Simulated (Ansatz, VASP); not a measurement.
**Two plane-wave programs on Sb**

```
Sb
1.0
     4.06868    0.00000    0.00000
    -2.03434    3.52358    0.00000
     0.00000    0.00000   20.80003
Sb
4
Direct
  0.33333 0.66667 0.29567
  0.66667 0.33333 0.21635
  0.00000 0.00000 0.56010
  0.33333 0.66667 0.48077
```

Alike in both runs: task single point; functional PBE; dispersion D3(BJ); k mesh 9 × 9 × 1; occupations gaussian, width 0.05 eV; no spin polarisation.

```csv
,VASP,Ansatz
version,VASP 6.6.1,Ansatz 0.2.0
potentials or method,"VASP PAW PBE potentials, release 64 (Sb_d_GW), cutoff 400 eV","scalar-relativistic, plane waves, PAW"
valence electrons in the cell,60,60
```

Ansatz gave:

```
gap on the k mesh at the Fermi level (eV) : 0.86
least direct gap on the mesh (eV)         : 1.34
rms of the force components (eV/Å)        : 0.014
```

Task: What did VASP give for the same quantities?

Result: gap on the k mesh at the Fermi level (eV): 0.86; least direct gap on the mesh (eV): 1.34; rms of the force components (eV/Å): 0.013.

Atom by atom the forces differ by 0.004 eV/Å (rms over components).

Neither program's run includes spin-orbit coupling.
